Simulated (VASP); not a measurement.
# InP (I-4m2) in VASP: a series of runs

The runs below take InP through single point, with r2SCAN.

Program: VASP 6.6.1. These are calculated values, not measurements. Logs are shortened: lines on timing, memory, paths and dates and some standing lists are left out, and cuts for length are marked.

### 1 The cell of the first run

Symmetry: I-4m2, No. 119, tetragonal system. The conventional cell has a = 4.020 Å, b = 4.020 Å, c = 6.037 Å, α = 90.00°, β = 90.00°, γ = 90.00°. Within 3.3 Å of In (site symmetry -4m2) lie 4 P at 2.51 Å. P (site symmetry -4m2) has 4 In at 2.51 Å within 3.3 Å.

### 2 Single point, r2SCAN (strain -0.030 along x and y, +0.030 along z)

Contents of POSCAR:

```
InP
1.0
    0.0000000000      2.8425850000      3.0184150000
    2.8425850000      0.0000000000      3.0184150000
    2.8425850000      2.8425850000      0.0000000000
In P
1 1
Direct
    0.0000000000      0.0000000000      0.0000000000
    0.7500000000      0.7500000000      0.7500000000
```

Contents of INCAR.step1:

```
SYSTEM = InP
ALGO     = Normal         ! electronic algorithm
EDIFF    = 1E-4           ! SCF threshold, eV
ENCUT    = 520            ! plane-wave cutoff, eV
GGA      = PE             ! functional
ISMEAR   = 0              ! smearing method
LASPH    = .TRUE.         ! aspherical terms in the spheres
LCHARG   = .FALSE.        ! write CHGCAR
LREAL    = .FALSE.        ! projectors in reciprocal space
LWAVE    = .TRUE.         ! write WAVECAR
NBANDS   = 16             ! bands
NELM     = 60             ! most SCF steps
PREC     = Accurate       ! precision mode
SIGMA    = 0.05           ! smearing width, eV
```

Contents of INCAR.step2:

```
SYSTEM = InP
ALGO     = Normal         ! electronic algorithm
EDIFF    = 1E-6           ! SCF threshold, eV
ENCUT    = 520            ! plane-wave cutoff, eV
ISIF     = 2              ! what is computed and relaxed
ISMEAR   = 0              ! smearing method
ISTART   = 1            
LASPH    = .TRUE.         ! aspherical terms in the spheres
LCHARG   = .FALSE.        ! write CHGCAR
LMIXTAU  = .TRUE.       
LREAL    = .FALSE.        ! projectors in reciprocal space
LWAVE    = .FALSE.        ! write WAVECAR
METAGGA  = R2SCAN         ! meta-GGA
NBANDS   = 16             ! bands
NELM     = 60             ! most SCF steps
PREC     = Accurate       ! precision mode
SIGMA    = 0.05           ! smearing width, eV
```

Contents of KPOINTS:

```
k-points
0
G
  8 8 8
  0 0 0
```

Potentials or basis: VASP PAW PBE potentials, release 64 (In_d, P).

Launch:

```
> cat potpaw_PBE.64/In_d/POTCAR potpaw_PBE.64/P/POTCAR > POTCAR
> cp INCAR.step1 INCAR
> mpirun -np 1 vasp_std > vasp.out
> cp INCAR.step2 INCAR
> mpirun -np 1 vasp_std > vasp.out
```

OUTCAR:

```text
SYSTEM = InP
   EDIFF = 1E-6
   ENCUT = 520
   ISIF = 2
   ISMEAR = 0
   ISTART = 1
   LASPH = .TRUE.
   LREAL = .FALSE.
   METAGGA = R2SCAN
   NELM = 60
   PREC = Accurate

 ion  position               nearest neighbor table
   1  0.000  0.000  0.000-   2 2.51   2 2.51   2 2.51   2 2.51
   2  0.750  0.750  0.750-   1 2.51   1 2.51   1 2.51   1 2.51

  LATTYP: Found a body centered tetragonal cell.
 ALAT       =     4.0200222592
 C/A-ratio  =     1.5016906899

  Lattice vectors:

 A1 = (  -2.8425850000,   0.0000000000,   3.0184150000)
 A2 = (   2.8425850000,   0.0000000000,   3.0184150000)
 A3 = (   0.0000000000,   2.8425850000,  -3.0184150000)

Analysis of symmetry for initial positions (statically):
=====================================================================
 Subroutine PRICEL returns:
 Original cell was already a primitive cell.

 Routine SETGRP: Setting up the symmetry group for a
 body centered tetragonal supercell.

 Subroutine GETGRP returns: Found  8 space group operations
 (whereof  8 operations were pure point group operations)
 out of a pool of 16 trial point group operations.

The static configuration has the point symmetry D_2d.

Analysis of symmetry for dynamics (positions and initial velocities):
=====================================================================
 Subroutine PRICEL returns:
 Original cell was already a primitive cell.

 Routine SETGRP: Setting up the symmetry group for a
 body centered tetragonal supercell.

 Subroutine GETGRP returns: Found  8 space group operations
 (whereof  8 operations were pure point group operations)
 out of a pool of 16 trial point group operations.

The dynamic configuration has the point symmetry D_2d.

 Subroutine INISYM returns: Found  8 space group operations
 (whereof  8 operations are pure point group operations),
 and found     1 'primitive' translations

----------------------------------------------------------------------------------------

                                     Primitive cell

  volume of cell :      48.7793

  direct lattice vectors                    reciprocal lattice vectors
     0.000000000  2.842585000  3.018415000    -0.175896235  0.175896235  0.165649853
     2.842585000  0.000000000  3.018415000     0.175896235 -0.175896235  0.165649853
     2.842585000  2.842585000  0.000000000     0.175896235  0.175896235 -0.165649853

  length of vectors
     4.146217384  4.146217384  4.020022259     0.298862585  0.298862585  0.298862585

  position of ions in fractional coordinates (direct lattice)
     0.000000000  0.000000000  0.000000000
     0.750000000  0.750000000  0.750000000

  ion indices of the primitive-cell ions
   primitive index   ion index
                 1           1
                 2           2

----------------------------------------------------------------------------------------

 KPOINTS: k-points

Automatic generation of k-mesh.
 Grid dimensions read from file:
 generate k-points for:    8    8    8

 Generating k-lattice:

  Cartesian coordinates                     Fractional coordinates (reciprocal lattice)
    -0.021987029  0.021987029  0.020706232     0.125000000 -0.000000000  0.000000000
     0.021987029 -0.021987029  0.020706232    -0.000000000  0.125000000  0.000000000
     0.021987029  0.021987029 -0.020706232     0.000000000  0.000000000  0.125000000

  Length of vectors
     0.037357823  0.037357823  0.037357823

  Shift w.r.t. Gamma in fractional coordinates (k-lattice)
     0.000000000  0.000000000  0.000000000

 Subroutine IBZKPT returns following result:
 ===========================================

 Found     59 irreducible k-points:

 Following reciprocal coordinates:
            Coordinates               Weight
  0.000000  0.000000  0.000000      1.000000
  0.125000 -0.000000  0.000000      8.000000
  0.250000 -0.000000  0.000000      8.000000
  0.375000 -0.000000  0.000000      8.000000
  0.500000 -0.000000  0.000000      4.000000
  0.125000  0.125000  0.000000      2.000000
[... 16 lines left out ...]
  0.250000 -0.000000  0.125000     16.000000
  0.375000 -0.000000  0.125000     16.000000
 [... further k-points ...]
   k-points           NKPTS =     59   k-points in BZ     NKDIM =     59   number of bands    NBANDS=     16
   number of dos      NEDOS =    301   number of ions     NIONS =      2
   total plane-waves  NPLWV =  30720
   dimension x,y,z NGX =    32 NGY =   32 NGZ =   30
   dimension x,y,z NGXF=    64 NGYF=   64 NGZF=   60
   ions per type =               1   1
   NGX,Y,Z   is equivalent  to a cutoff of  12.83, 12.83, 12.41 a.u.
   NGXF,Y,Z  is equivalent  to a cutoff of  25.66, 25.66, 24.81 a.u.
 SYSTEM =  InP
   PREC   = accura    normal or accurate (medium, high low for compatibility)
   ISTART =      1    job   : 0-new  1-cont  2-samecut
   ICHARG =      0    charge: 1-file 2-atom 10-const
   ISPIN  =      1    spin polarized calculation?
   LNONCOLLINEAR =      F non collinear calculations
   LSORBIT =      F    spin-orbit coupling
   LASPH  =      T    aspherical Exc in radial PAW
   ENCUT  =  520.0 eV  38.22 Ry    6.18 a.u.   7.71  7.71  7.47*2*pi/ulx,y,z
   NELM   =     60;   NELMIN=  2; NELMDL=  0     # of ELM steps
   EDIFF  = 0.1E-05   stopping-criterion for ELM
   LREAL  =      F    real-space projection
   EDIFFG = 0.1E-04   stopping-criterion for IOM
   NSW    =      0    number of steps for IOM
   IBRION =     -1    ionic relax: 0-MD 1-quasi-New 2-CG
   NFREE  =      0    steps in history (QN), initial steepest desc. (CG)
   ISIF   =      2    stress and relaxation
   ISYM   =      2    0-nonsym 1-usesym 2-fastsym
   POTIM  = 0.5000    time-step for ionic-motion
   TEBEG  =    0.0;   TEEND  =   0.0 temperature during run
   PSTRESS=    0.0 pullay stress
   NELECT =      18.0000    total number of electrons
   NUPDOWN=      -1.0000    fix difference up-down
   EMIN   =  10.00;   EMAX   =-10.00  energy-range for DOS
   EFERMI =   0.00;   METHOD = LEGACY
   ISMEAR =     0;   SIGMA  =   0.05  broadening in eV -4-tet -1-fermi 0-gaus
   EFERMI_NEDOS =   21; number of points for ismear=-14 and -15
   IALGO  =     38    algorithm
   IMIX   =      4    mixing-type and parameters
     AMIX     =   0.40;   BMIX     =  1.00
     AMIX_MAG =   1.60;   BMIX_MAG =  1.00
  volume/ion in A,a.u.               =      24.39       164.59
  Fermi-wavevector in a.u.,A,eV,Ry     =   1.174231  2.218976 18.759978  1.378820
  Thomas-Fermi vector in A             =   2.310632
   LORBIT       =      0    0 simple, 1 ext, 2 COOP (PROOUT), +10 PAW based schemes
   METAGGA = R2SCAN    functional components
   LHFCALC =     F    Hartree Fock is set to
   AEXX    =    0.0000 exact exchange contribution
   IVDW    =     0    specifies the selected vdW correction
   LEPSILON=     F    determine dielectric tensor
   LRPA    =     F    only Hartree local field effects (RPA)
 non-spin polarized calculation
 Gauss-broadening in eV      SIGMA  =   0.05
  energy-cutoff  :      520.00
  volume of cell :       48.78
 maximum number of plane-waves:      1347
   NGX = 15   NGY = 15   NGZ = 15

 number of electron      18.0000001 magnetization

 Free energy of the ion-electron system (eV)
  ---------------------------------------------------
  ext. energy  EPLUGINS =         0.00000000
  ---------------------------------------------------
  free energy    TOTEN  =       -32.24676703 eV

  energy without entropy =      -32.24676703  energy(sigma->0) =      -32.24676703

 E-fermi :   5.7367     XC(G=0): -10.0327

 val. band max:        5.4736904777   @ k =   0.0000   0.0000   0.0000
 cond. band min:       6.6965602900   @ k =   0.0000   0.0000   0.0000
 fundamental gap:      1.2228698123
 Fermi energy:         5.7366692272

 k-point     1 :       0.0000    0.0000    0.0000
  band No.  band energies     occupation
      1      -9.3780      2.00000
      2      -9.3490      2.00000
      3      -9.3489      2.00000
      4      -9.1668      2.00000
      5      -9.1624      2.00000
      6      -6.8531      2.00000
[... 8 lines left out ...]
     15      14.9416      0.00000
     16      15.8344      0.00000

 k-point     2 :       0.1250   -0.0000    0.0000
  band No.  band energies     occupation
      1      -9.3883      2.00000
      2      -9.3547      2.00000
      3      -9.3404      2.00000
      4      -9.1679      2.00000
      5      -9.1607      2.00000
      6      -6.6546      2.00000
[... 8 lines left out ...]
     15      15.0397      0.00000
     16      15.5113      0.00000

 k-point     3 :       0.2500   -0.0000    0.0000
  band No.  band energies     occupation
      1      -9.4403      2.00000
      2      -9.3391      2.00000
      3      -9.3216      2.00000
      4      -9.1683      2.00000
      5      -9.1538      2.00000
      6      -6.1022      2.00000
[... 8 lines left out ...]
     15      14.5937      0.00000
     16      15.2657      0.00000

 k-point     4 :       0.3750   -0.0000    0.0000
  band No.  band energies     occupation
      1      -9.4909      2.00000
      2      -9.3244      2.00000
      3      -9.3065      2.00000
      4      -9.1648      2.00000
      5      -9.1420      2.00000
      6      -5.3622      2.00000
[... 8 lines left out ...]
     15      15.3973      0.00000
     16      15.7317      0.00000

 k-point     5 :       0.5000   -0.0000    0.0000
  band No.  band energies     occupation
      1      -9.5108      2.00000
      2      -9.3196      2.00000
      3      -9.3016      2.00000
      4      -9.1619      2.00000
      5      -9.1355      2.00000
      6      -4.9363      2.00000
[... 8 lines left out ...]
     15      16.4903      0.00000
     16      16.8339      0.00000

 k-point     6 :       0.1250    0.1250    0.0000
  band No.  band energies     occupation
      1      -9.4163      2.00000
      2      -9.3324      2.00000
      3      -9.3324      2.00000
      4      -9.1664      2.00000
      5      -9.1619      2.00000
      6      -6.6086      2.00000
[... 8 lines left out ...]
     15      15.7838      0.00000
     16      15.9564      0.00000
[... 267 lines left out ...]
 k-point    21 :       0.5000    0.5000    0.0000
  band No.  band energies     occupation
      1      -9.5834      2.00000
      2      -9.2320      2.00000
      3      -9.2320      2.00000
      4      -9.2084      2.00000
      5      -9.1336      2.00000
      6      -4.3863      2.00000
[... 8 lines left out ...]
     15      16.9244      0.00000
     16      17.9493      0.00000

 k-point    22 :       0.1250    0.0000    0.1250
  band No.  band energies     occupation
      1      -9.3933      2.00000
      2      -9.3577      2.00000
      3      -9.3334      2.00000
      4      -9.1746      2.00000
      5      -9.1559      2.00000
      6      -6.5799      2.00000
[... 8 lines left out ...]
     15      15.0561      0.00000
     16      16.0859      0.00000

 k-point    23 :       0.2500   -0.0000    0.1250
  band No.  band energies     occupation
      1      -9.4423      2.00000
      2      -9.3346      2.00000
      3      -9.3164      2.00000
      4      -9.1813      2.00000
      5      -9.1481      2.00000
      6      -6.1384      2.00000
[... 8 lines left out ...]
     15      15.0920      0.00000
     16      16.5762      0.00000

 k-point    24 :       0.3750   -0.0000    0.1250
  band No.  band energies     occupation
      1      -9.4902      2.00000
      2      -9.3159      2.00000
      3      -9.3016      2.00000
      4      -9.1802      2.00000
      5      -9.1391      2.00000
      6      -5.4433      2.00000
[... 8 lines left out ...]
     15      15.7999      0.00000
     16      16.4149      0.00000

 [... further k-points ...]
[... 5 lines left out ...]
  --------------------------------------------------------------------------------------
  -------------------------------------------------------------------------------------
  Total        1.5189186      1.5189186      0.6214685      0.0000000      0.0000000     -0.0000000
  in kB       49.8895070     49.8895070     20.4123894      0.0000000      0.0000000     -0.0000000
  external PRESSURE =      40.0638011 kB  Pullay stress =       0.0000000 kB

 VOLUME and BASIS-vectors are now :
 -----------------------------------------------------------------------------
  energy-cutoff  :      520.00
  volume of cell :       48.78
      direct lattice vectors                 reciprocal lattice vectors
     0.000000000  2.842585000  3.018415000    -0.175896235  0.175896235  0.165649853
     2.842585000  0.000000000  3.018415000     0.175896235 -0.175896235  0.165649853
     2.842585000  2.842585000  0.000000000     0.175896235  0.175896235 -0.165649853

 POSITION                                       TOTAL-FORCE (eV/Angst)
 -----------------------------------------------------------------------------------
      0.00000      0.00000      0.00000        -0.000000     -0.000000     -0.000000
      4.26388      4.26388      4.52762         0.000000      0.000000      0.000000
 -----------------------------------------------------------------------------------
    total drift:                               -0.000026     -0.000026      0.000003

  FREE ENERGIE OF THE ION-ELECTRON SYSTEM (eV)
  ---------------------------------------------------
  free  energy   TOTEN  =       -32.2467670345 eV

  energy  without entropy=      -32.2467670345  energy(sigma->0) =      -32.24676703
```

Wall time 3 min (1 thread of Intel Xeon 8259CL, shared host); peak memory 0.21 GiB.

Results:

```yaml
Free_energy: -32.2468 eV
Pressure: 4.0 GPa
Band_gap_on_the_k_mesh: 1.22 eV
```

Levels at points of the mesh, in eV from the valence-band top:
| k point | band 5 | band 6 | band 7 | band 8 | band 9 | band 10 | band 11 | band 12 | band 13 | band 14 |
| --- | --- | --- | --- | --- | --- | --- | --- | --- | --- | --- |
| (0.00, 0.00, 0.00) | -14.64 | -12.33 | -0.34 | 0.00 | 0.00 | 1.22 | 4.32 | 4.32 | 4.42 | 9.01 |
| (0.50, 0.00, 0.00) | -14.61 | -10.41 | -6.16 | -1.38 | -0.94 | 1.77 | 4.92 | 5.28 | 7.54 | 10.09 |
| (0.50, 0.50, 0.00) | -14.61 | -9.86 | -6.39 | -2.38 | -2.38 | 2.11 | 2.83 | 9.55 | 10.47 | 10.47 |
| (0.50, 0.00, 0.50) | -14.59 | -9.62 | -5.99 | -2.75 | -2.72 | 1.73 | 2.25 | 10.06 | 10.16 | 10.29 |

Caveat: the cell differs from its parent crystal (strain -0.030 along x and y, +0.030 along z); the cell stands under pressure; the PAW data sets were made with another functional, which shifts forces and pressure a little; spin-orbit coupling is left out, which moves the levels of the heavy elements.

### 3 Single point, r2SCAN (strain +0.000 along x and y, -0.030 along z)

Contents of POSCAR:

```
InP
1.0
    0.0000000000      2.9305000000      2.8425850000
    2.9305000000      0.0000000000      2.8425850000
    2.9305000000      2.9305000000      0.0000000000
In P
1 1
Direct
    0.0000000000      0.0000000000      0.0000000000
    0.7500000000      0.7500000000      0.7500000000
```

Contents of INCAR.step1:

```
SYSTEM = InP
ALGO = Normal ; EDIFF = 1E-4
ENCUT = 520 ; GGA = PE
ISMEAR = 0 ; LASPH = .True.
LCHARG = .False. ; LREAL = .False.
LWAVE = .True. ; NBANDS = 16
NELM = 80 ; PREC = Accurate
SIGMA = 0.05
```

Contents of INCAR.step2:

```
SYSTEM = InP
ALGO = Normal ; EDIFF = 1E-6
ENCUT = 520 ; ISIF = 2
ISMEAR = 0 ; ISTART = 1
LASPH = .True. ; LCHARG = .False.
LMIXTAU = .True. ; LREAL = .False.
LWAVE = .False. ; METAGGA = R2SCAN
NBANDS = 16 ; NELM = 80
PREC = Accurate ; SIGMA = 0.05
```

Contents of KPOINTS:

```
k-points
0
Gamma
  8 8 8
  0 0 0
```

Potentials or basis: VASP PAW PBE potentials, release 64 (In_d, P).

Launch:

```
> cat potpaw_PBE.64/In_d/POTCAR potpaw_PBE.64/P/POTCAR > POTCAR
> cp INCAR.step1 INCAR
> mpirun -np 1 vasp_std > vasp.out
> cp INCAR.step2 INCAR
> mpirun -np 1 vasp_std > vasp.out
```

Run time: 3.9 min. Hardware: 1 thread of Intel Xeon 8259CL, shared host; peak memory 0.2 GiB.

Results (log left out):

```
Free energy            : -32.2612 eV
Pressure               : 4.0 GPa
Band gap on the k mesh : 1.25 eV
```

Stress tensor (GPa, compression positive):
```
3.60 0.00 0.00
0.00 3.60 0.00
0.00 0.00 4.82
```

Levels at points of the mesh, in eV from the valence-band top:
```csv
k point,band 7,band 8,band 9,band 10,band 11,band 12
"(0.00, 0.00, 0.00)",-0.15,-0.15,0.00,1.25,4.32,4.36
"(0.50, 0.00, 0.00)",-6.15,-1.26,-1.05,1.83,4.95,5.20
"(0.50, 0.50, 0.00)",-5.98,-2.74,-2.74,1.74,2.25,10.22
"(0.50, 0.00, 0.50)",-6.18,-2.56,-2.54,1.92,2.55,9.88
```

Caveat: the cell differs from its parent crystal (strain +0.000 along x and y, -0.030 along z); the cell stands under pressure; the PAW data sets were made with another functional, which shifts forces and pressure a little; spin-orbit coupling is left out, which moves the levels of the heavy elements.

### 4 Single point, r2SCAN (strain -0.015 along x and y, +0.000 along z)

Contents of POSCAR:

```
InP
1.0
    0.0000000000      2.8865425000      2.9305000000
    2.8865425000      0.0000000000      2.9305000000
    2.8865425000      2.8865425000      0.0000000000
In P
1 1
Direct
    0.0000000000      0.0000000000      0.0000000000
    0.7500000000      0.7500000000      0.7500000000
```

Contents of INCAR.step1:

```
SYSTEM = InP
ALGO = Normal
EDIFF = 1E-4
ENCUT = 520
GGA = PE
ISMEAR = 0
LASPH = .True.
LCHARG = .False.
LREAL = .False.
LWAVE = .True.
NBANDS = 16
NELM = 60
PREC = Accurate
SIGMA = 0.05
```

Contents of INCAR.step2:

```
SYSTEM = InP
ALGO = Normal
EDIFF = 1E-6
ENCUT = 520
ISIF = 2
ISMEAR = 0
ISTART = 1
LASPH = .True.
LCHARG = .False.
LMIXTAU = .True.
LREAL = .False.
LWAVE = .False.
METAGGA = R2SCAN
NBANDS = 16
NELM = 60
PREC = Accurate
SIGMA = 0.05
```

KPOINTS is that of step 3.

Launch:

```
> cat potpaw_PBE.64/In_d/POTCAR potpaw_PBE.64/P/POTCAR > POTCAR
> cp INCAR.step1 INCAR
> mpirun -np 1 vasp_std > vasp.out
> cp INCAR.step2 INCAR
> mpirun -np 1 vasp_std > vasp.out
```

Run time: 3.1 min. Hardware: 1 thread of Intel Xeon 8259CL, shared host; peak memory 0.2 GiB.

It converged, with:

```
Free energy            : -32.2643 eV
Pressure               : 4.0 GPa
Band gap on the k mesh : 1.32 eV
```

Stress tensor (GPa, compression positive):
```
4.23 0.00 0.00
0.00 4.23 0.00
0.00 0.00 3.56
```

Levels at points of the mesh, in eV from the valence-band top:
| k point | band 7 | band 8 | band 9 | band 10 | band 11 | band 12 |
| --- | --- | --- | --- | --- | --- | --- |
| (0.00, 0.00, 0.00) | -0.08 | 0.00 | 0.00 | 1.32 | 4.41 | 4.41 |
| (0.50, 0.00, 0.00) | -6.08 | -1.14 | -1.03 | 1.92 | 5.08 | 5.19 |
| (0.50, 0.50, 0.00) | -6.11 | -2.48 | -2.48 | 1.99 | 2.62 | 9.97 |
| (0.50, 0.00, 0.50) | -6.01 | -2.58 | -2.57 | 1.90 | 2.47 | 10.13 |

Caveat: the cell differs from its parent crystal (strain -0.015 along x and y, +0.000 along z); the cell stands under pressure; the PAW data sets were made with another functional, which shifts forces and pressure a little; spin-orbit coupling is left out, which moves the levels of the heavy elements.

[end of part 1 of 2]
